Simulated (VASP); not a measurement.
# ScGa3N2 (P6/mmm) in VASP: notebook

The runs below take ScGa3N2 through single point, with PBE.

Everything below comes from runs of VASP 6.6.1. Logs are shortened: lines on timing, memory, paths and dates and some standing lists are left out, and cuts for length are marked.

### Step 1. The cell of the first run

The structure is hexagonal, space group P6/mmm (No. 191). Conventional cell: a = 5.311 Å, b = 5.311 Å, c = 3.296 Å, α = 90.00°, β = 90.00°, γ = 120.00°. Within 4.0 Å of Sc (site symmetry 6/mmm) lie 6 N at 3.07 Å and 12 Ga at 3.13 Å and 2 Sc at 3.30 Å. Ga (site symmetry mmm) has 4 N at 2.25 Å and 4 Ga at 2.66 Å within 3.0 Å. Within 3.0 Å of N (site symmetry -6m2) lie 6 Ga at 2.25 Å.

### Step 2. Single point, PBE

Contents of INCAR:

```
SYSTEM = ScGa3N2
PREC     = Accurate       ! precision mode
ENCUT    = 520            ! plane-wave cutoff, eV
EDIFF    = 1E-6           ! SCF threshold, eV
ISMEAR   = 0              ! smearing method
SIGMA    = 0.1            ! smearing width, eV
LREAL    = .False.        ! projectors in reciprocal space
LASPH    = .True.         ! aspherical terms in the spheres
NELM     = 80             ! most SCF steps
ALGO     = Normal         ! electronic algorithm
ISIF     = 2              ! what is computed and relaxed
LWAVE    = .False.        ! write WAVECAR
LCHARG   = .True.         ! write CHGCAR
GGA      = PE             ! functional
LELF     = .True.         ! ELF
LVHAR    = .True.       
NBANDS   = 39             ! bands
```

Contents of KPOINTS:

```
regular mesh
0
Gamma
  6 6 4
  0 0 0
```

Contents of POSCAR:

```
ScGa3N2
1.0
    5.3111668737      0.0000000030      0.0000000000
   -2.6555834394      4.5996054349      0.0000000000
    0.0000000000      0.0000000000      3.2957821830
Sc Ga N
1 3 2
Direct
    0.0000000000      0.0000000000      0.0000000000
    0.5000000000      0.0000000000      0.5000000000
    0.0000000000      0.5000000000      0.5000000000
    0.5000000000      0.5000000000      0.5000000000
    0.3333333333      0.6666666667      0.0000000000
    0.6666666667      0.3333333333      0.0000000000
```

Potentials or basis: VASP PAW PBE potentials, release 64 (Sc_sv, Ga_d, N).

Run with:

```sh
$ cat potpaw_PBE.64/Sc_sv/POTCAR potpaw_PBE.64/Ga_d/POTCAR potpaw_PBE.64/N/POTCAR > POTCAR
$ mpirun -np 1 vasp_std > vasp.out
```

OUTCAR:

```text
SYSTEM = ScGa3N2
   PREC = Accurate
   ENCUT = 520
   EDIFF = 1E-6
   ISMEAR = 0
   LREAL = .False.
   LASPH = .True.
   NELM = 80
   ISIF = 2
   GGA = PE

 ion  position               nearest neighbor table
   1  0.000  0.000  0.000-   2 3.13   2 3.13   2 3.13   2 3.13   3 3.13   3 3.13   3 3.13   3 3.13
                             4 3.13   4 3.13   4 3.13   4 3.13
   2  0.500  0.000  0.500-   5 2.25   6 2.25   5 2.25   6 2.25   4 2.66   4 2.66   3 2.66   3 2.66
                             1 3.13   1 3.13   1 3.13   1 3.13
   3  0.000  0.500  0.500-   5 2.25   6 2.25   5 2.25   6 2.25   4 2.66   4 2.66   2 2.66   2 2.66
                             1 3.13   1 3.13   1 3.13   1 3.13
   4  0.500  0.500  0.500-   5 2.25   6 2.25   5 2.25   6 2.25   3 2.66   3 2.66   2 2.66   2 2.66
                             1 3.13   1 3.13   1 3.13   1 3.13
   5  0.333  0.667  0.000-   3 2.25   3 2.25   2 2.25   2 2.25   4 2.25   4 2.25
   6  0.667  0.333  0.000-   3 2.25   3 2.25   2 2.25   2 2.25   4 2.25   4 2.25

  LATTYP: Found a hexagonal cell.
 ALAT       =     5.3111668737
 C/A-ratio  =     0.6205382473

  Lattice vectors:

 A1 = (   5.3111668737,   0.0000000030,   0.0000000000)
 A2 = (  -2.6555834394,   4.5996054349,   0.0000000000)
 A3 = (   0.0000000000,   0.0000000000,   3.2957821830)

Analysis of symmetry for initial positions (statically):
=====================================================================
 Subroutine PRICEL returns:
 Original cell was already a primitive cell.

 Routine SETGRP: Setting up the symmetry group for a
 hexagonal supercell.

 Subroutine GETGRP returns: Found 24 space group operations
 (whereof 24 operations were pure point group operations)
 out of a pool of 24 trial point group operations.

The static configuration has the point symmetry D_6h.

Analysis of symmetry for dynamics (positions and initial velocities):
=====================================================================
 Subroutine PRICEL returns:
 Original cell was already a primitive cell.

 Routine SETGRP: Setting up the symmetry group for a
 hexagonal supercell.

 Subroutine GETGRP returns: Found 24 space group operations
 (whereof 24 operations were pure point group operations)
 out of a pool of 24 trial point group operations.

The dynamic configuration has the point symmetry D_6h.

 Subroutine INISYM returns: Found 24 space group operations
 (whereof 24 operations are pure point group operations),
 and found     1 'primitive' translations

[... 101 lines left out ...]
   NSW    =      0    number of steps for IOM
   IBRION =     -1    ionic relax: 0-MD 1-quasi-New 2-CG
   NFREE  =      0    steps in history (QN), initial steepest desc. (CG)
   ISIF   =      2    stress and relaxation
   ISYM   =      2    0-nonsym 1-usesym 2-fastsym
   POTIM  = 0.5000    time-step for ionic-motion
   TEBEG  =    0.0;   TEEND  =   0.0 temperature during run
   PSTRESS=    0.0 pullay stress
   NELECT =      60.0000    total number of electrons
   NUPDOWN=      -1.0000    fix difference up-down
   EMIN   =  10.00;   EMAX   =-10.00  energy-range for DOS
   EFERMI =   0.00;   METHOD = LEGACY
   ISMEAR =     0;   SIGMA  =   0.10  broadening in eV -4-tet -1-fermi 0-gaus
   EFERMI_NEDOS =   21; number of points for ismear=-14 and -15
   IALGO  =     38    algorithm
   IMIX   =      4    mixing-type and parameters
     AMIX     =   0.40;   BMIX     =  1.00
     AMIX_MAG =   1.60;   BMIX_MAG =  1.00
  volume/ion in A,a.u.               =      13.42        90.56
  Fermi-wavevector in a.u.,A,eV,Ry     =   1.484234  2.804795 29.972943  2.202949
  Thomas-Fermi vector in A             =   2.597796
   LORBIT       =      0    0 simple, 1 ext, 2 COOP (PROOUT), +10 PAW based schemes
   GGA     = PE    functional components
   LHFCALC =     F    Hartree Fock is set to
   AEXX    =    0.0000 exact exchange contribution
   IVDW    =     0    specifies the selected vdW correction
   LEPSILON=     F    determine dielectric tensor
   LRPA    =     F    only Hartree local field effects (RPA)
 non-spin polarized calculation
 Gauss-broadening in eV      SIGMA  =   0.10
  energy-cutoff  :      520.00
  volume of cell :       80.51
 maximum number of plane-waves:      2184
 NGX is ok and might be reduce to    40
   NGX = 19   NGY = 19   NGZ = 13

 number of electron      59.9999989 magnetization

 Free energy of the ion-electron system (eV)
  ---------------------------------------------------
  ext. energy  EPLUGINS =         0.00000000
  ---------------------------------------------------
  free energy    TOTEN  =       -29.83657919 eV

  energy without entropy =      -29.83391046  energy(sigma->0) =      -29.83524483

 E-fermi :   7.1093     XC(G=0): -11.7410

 val. band max:        6.9948009690   @ k =   0.5000   0.0000   0.2500
 cond. band min:       7.1722144750   @ k =   0.5000   0.0000   0.2500
 fundamental gap:      0.1774135061
 Fermi energy:         7.1092763034

 k-point     1 :       0.0000    0.0000    0.0000
  band No.  band energies     occupation
      1     -43.2686      2.00000
      2     -22.0041      2.00000
      3     -22.0041      2.00000
      4     -21.5788      2.00000
      5      -9.9030      2.00000
      6      -8.5479      2.00000
[... 871 lines left out ...]
     38      11.2999      0.00000
     39      11.8227      0.00000

------------------------ aborting loop because EDIFF is reached ----------------------------------------

  FORCE on cell =-STRESS in cart. coord.  units (eV):
  Direction    XX          YY          ZZ          XY          YZ          ZX
  --------------------------------------------------------------------------------------
  -------------------------------------------------------------------------------------
  Total        0.1867020      0.1867020      0.0741395      0.0000000      0.0000000     -0.0000000
  in kB        3.7152722      3.7152722      1.4753367      0.0000000      0.0000000     -0.0000000
  external PRESSURE =       2.9686270 kB  Pullay stress =       0.0000000 kB

 VOLUME and BASIS-vectors are now :
 -----------------------------------------------------------------------------
  energy-cutoff  :      520.00
  volume of cell :       80.51
      direct lattice vectors                 reciprocal lattice vectors
     5.311166874  0.000000003  0.000000000     0.188282542  0.108704976  0.000000000
    -2.655583439  4.599605435  0.000000000    -0.000000000  0.217409953  0.000000000
     0.000000000  0.000000000  3.295782183     0.000000000  0.000000000  0.303418110

 POSITION                                       TOTAL-FORCE (eV/Angst)
 -----------------------------------------------------------------------------------
      0.00000      0.00000      0.00000         0.000000     -0.000000      0.000000
      2.65558      0.00000      1.64789         0.000000     -0.000000      0.000000
     -1.32779      2.29980      1.64789         0.000000     -0.000000      0.000000
      1.32779      2.29980      1.64789         0.000000     -0.000000      0.000000
     -0.00000      3.06640      0.00000         0.000000     -0.000000     -0.000000
      2.65558      1.53320      0.00000        -0.000000      0.000000      0.000000
 -----------------------------------------------------------------------------------
    total drift:                               -0.000000      0.000000     -0.000000

  FREE ENERGIE OF THE ION-ELECTRON SYSTEM (eV)
  ---------------------------------------------------
  free  energy   TOTEN  =       -29.8365791940 eV

  energy  without entropy=      -29.8339104622  energy(sigma->0) =      -29.83524483
```

OSZICAR:

```text
N       E                     dE             d eps       ncg     rms          rms(c)
DAV:   1     0.625374290711E+03    0.62537E+03   -0.27008E+04  1727   0.266E+03
DAV:   2     0.719109274459E+02   -0.55346E+03   -0.53420E+03  1638   0.666E+02
DAV:   3    -0.279710629589E+02   -0.99882E+02   -0.95841E+02  2100   0.205E+02
DAV:   4    -0.354661689965E+02   -0.74951E+01   -0.73221E+01  2327   0.571E+01
DAV:   5    -0.356705787748E+02   -0.20441E+00   -0.20383E+00  2051   0.939E+00    0.129E+01
DAV:   6    -0.311461774386E+02    0.45244E+01   -0.34370E+01  2607   0.406E+01    0.874E+00
DAV:   7    -0.301534500928E+02    0.99273E+00   -0.88920E+00  2379   0.211E+01    0.400E+00
DAV:   8    -0.299911432309E+02    0.16231E+00   -0.88468E-01  2121   0.520E+00    0.264E+00
DAV:   9    -0.299786245817E+02    0.12519E-01   -0.10162E+00  2238   0.742E+00    0.268E+00
DAV:  10    -0.298540731256E+02    0.12455E+00   -0.20720E-01  2235   0.326E+00    0.962E-01
DAV:  11    -0.298371841400E+02    0.16889E-01   -0.42539E-02  2241   0.162E+00    0.235E-01
DAV:  12    -0.298369692163E+02    0.21492E-03   -0.79773E-03  2334   0.720E-01    0.148E-01
DAV:  13    -0.298365651955E+02    0.40402E-03   -0.13149E-03  2384   0.280E-01    0.302E-02
DAV:  14    -0.298366045908E+02   -0.39395E-04   -0.16256E-04  2069   0.897E-02    0.292E-02
DAV:  15    -0.298365801279E+02    0.24463E-04   -0.46932E-05  2187   0.606E-02    0.735E-03
DAV:  16    -0.298365791940E+02    0.93390E-06   -0.44007E-06  1851   0.139E-02
   1 F= -.29836579E+02 E0= -.29835245E+02  d E =-.266873E-02
```

stdout:

```text
POSCAR found type information on POSCAR ScGaN
 POSCAR found :  3 types and       6 ions
 scaLAPACK will be used
 LDA part: xc-table for (Slater+PW92), standard interpolation
 POSCAR, INCAR and KPOINTS ok, starting setup
 FFT: planning ... GRIDC
 FFT: planning ... GRID_SOFT
 FFT: planning ... GRID
 WAVECAR not read
 entering main loop
```

Wall time 2.9 min (1 thread of AMD EPYC 7R13, shared host); peak memory 0.2 GiB.

Results:

```yaml
Free_energy: -29.8366 eV
Pressure: 0.3 GPa
Band_gap_on_the_k_mesh: zero (band 30 reaches 7.92 eV, above the bottom of band 31 at 4.85 eV)
```

Caveat: the k points lie up to 0.48 Å⁻¹ apart.

### Step 3. Single point, PBE

This run uses another cell than the first one, of 15.74 Å³/atom, 1.173 times its volume.

Contents of INCAR:

```
SYSTEM = ScGa3N2
  PREC = Accurate
  ENCUT = 520
  EDIFF = 1E-6
  ISMEAR = 0
  SIGMA = 0.1
  LREAL = .FALSE.
  LASPH = .TRUE.
  NELM = 100
  ALGO = Normal
  ISIF = 2
  LWAVE = .FALSE.
  LCHARG = .FALSE.
  GGA = PE
  NBANDS = 39
```

Contents of KPOINTS:

```
regular mesh
0
G
  6 6 4
  0 0 0
```

Contents of POSCAR:

```
ScGa3N2
1.0
    5.1918662700      0.0000000000      0.0000000000
   -2.5959331400      4.4962880900      0.0000000000
    0.0000000000      0.0000000000      4.0450106600
Sc Ga N
1 3 2
Direct
    0.0000000000      0.0000000000      0.0000000000
    0.5000000000      0.0000000000      0.5000000000
    0.0000000000      0.5000000000      0.5000000000
    0.5000000000      0.5000000000      0.5000000000
    0.3333333300      0.6666666700      0.0000000000
    0.6666666700      0.3333333300      0.0000000000
```

Potentials or basis: VASP PAW PBE potentials, release 64 (Sc_sv, Ga_d, N).

Run with:

```sh
$ cat potpaw_PBE.64/Sc_sv/POTCAR potpaw_PBE.64/Ga_d/POTCAR potpaw_PBE.64/N/POTCAR > POTCAR
$ mpirun -np 1 vasp_std > vasp.out
```

Run time: 3.6 min. Hardware: 1 thread of AMD EPYC 7R13, shared host; peak memory 0.22 GiB.

It converged, with:

```yaml
Free_energy: -28.4372 eV
Pressure: -12.8 GPa
Band_gap_on_the_k_mesh: zero (band 30 reaches 5.39 eV, above the bottom of band 31 at 4.06 eV)
```

Stress tensor (GPa, compression positive):
```
 -7.57   0.00   0.00
  0.00  -7.57   0.00
  0.00   0.00 -23.22
```

Levels at points of the mesh, in eV from the Fermi level:
| k point | band 27 | band 28 | band 29 | band 30 | band 31 | band 32 | band 33 | band 34 |
| --- | --- | --- | --- | --- | --- | --- | --- | --- |
| (0.00, 0.00, 0.00) | -2.72 | -1.56 | -1.42 | 0.36 | 1.14 | 1.14 | 1.37 | 1.37 |
| (0.50, 0.00, 0.00) | -2.56 | -1.38 | -1.26 | -1.09 | 0.68 | 0.89 | 1.37 | 1.38 |
| (0.00, 0.00, 0.50) | -1.94 | -1.87 | -1.87 | -0.98 | -0.98 | 0.32 | 0.86 | 1.80 |
| (0.50, 0.00, 0.50) | -3.00 | -1.43 | -0.86 | 0.27 | 1.24 | 1.71 | 1.87 | 2.04 |

Caveat: the k points lie up to 0.39 Å⁻¹ apart.

### Step 4. Single point, PBE

This run uses another cell than the first one, of 13.53 Å³/atom, 1.008 times its volume.

Contents of INCAR:

```
PREC = Accurate
ENCUT = 520
EDIFF = 1E-7
ISMEAR = 0
SIGMA = 0.1
LREAL = F
LASPH = T
NELM = 60
ALGO = Normal
ISIF = 2
LWAVE = F
LCHARG = F
GGA = PE
NBANDS = 39
```

Contents of KPOINTS:

```
Automatic mesh
0
Gamma
  6 6 6
```

Contents of POSCAR:

```
ScGa3N2
1.0
    5.4207861852      0.0000000000      0.0000000000
   -2.7103930926      4.6945385448      0.0000000000
    0.0000000000      0.0000000000      3.1901892018
Sc Ga N
1 3 2
Direct
    0.0000000000      0.0000000000      0.0000000000
    0.5000000000      0.0000000000      0.5000000000
    0.0000000000      0.5000000000      0.5000000000
    0.5000000000      0.5000000000      0.5000000000
    0.3333333333      0.6666666667      0.0000000000
    0.6666666667      0.3333333333      0.0000000000
```

Run with:

```sh
$ cat potpaw_PBE.64/Sc_sv/POTCAR potpaw_PBE.64/Ga_d/POTCAR potpaw_PBE.64/N/POTCAR > POTCAR
$ mpirun -np 1 vasp_std > vasp.out
```

It took 3.1 min on 1 thread of AMD EPYC 7R13, shared host; peak memory 0.2 GiB.

The run converged. Its results:

```
Free energy            : -29.7306 eV
Pressure               : 0.7 GPa
Band gap on the k mesh : zero (band 30 reaches 7.79 eV, above the bottom of band 31 at 4.77 eV)
```

Levels at points of the mesh, in eV from the Fermi level:
| k point | band 27 | band 28 | band 29 | band 30 | band 31 | band 32 | band 33 | band 34 |
| --- | --- | --- | --- | --- | --- | --- | --- | --- |
| (0.00, 0.00, 0.00) | -3.99 | -2.05 | 0.08 | 0.85 | 0.85 | 1.61 | 1.67 | 1.67 |
| (0.50, 0.00, 0.00) | -2.77 | -2.09 | -1.64 | -1.29 | 0.92 | 0.95 | 1.25 | 1.99 |
| (0.00, 0.00, 0.50) | -2.46 | -2.40 | -2.40 | -2.18 | -2.18 | 0.42 | 0.54 | 1.94 |
| (0.50, 0.00, 0.50) | -3.17 | -3.17 | -2.21 | -0.67 | 1.03 | 1.33 | 1.69 | 2.36 |

### Step 5. The runs side by side

```tsv
cell	k mesh	gap on the mesh (eV)	pressure (GPa)
a = 5.311, b = 5.311, c = 3.296 Å, angles 90.0, 90.0, 120.0°, 6 atoms	6 × 6 × 4	none	0.3
a = 5.192, b = 5.192, c = 4.045 Å, angles 90.0, 90.0, 120.0°, 6 atoms	6 × 6 × 4	none	-12.8
a = 5.421, b = 5.421, c = 3.190 Å, angles 90.0, 90.0, 120.0°, 6 atoms	6 × 6 × 6	none	0.7
```

Alike in all rows: task single point; level PBE; potentials or basis VASP PAW PBE potentials, release 64 (Sc_sv, Ga_d, N); no spin polarisation; cutoff (eV) 520; smearing gaussian 0.1 eV.

Caveats: some runs use coarse meshes.

Total energies depend on the potentials used, so only differences within one code and one set of settings carry meaning.
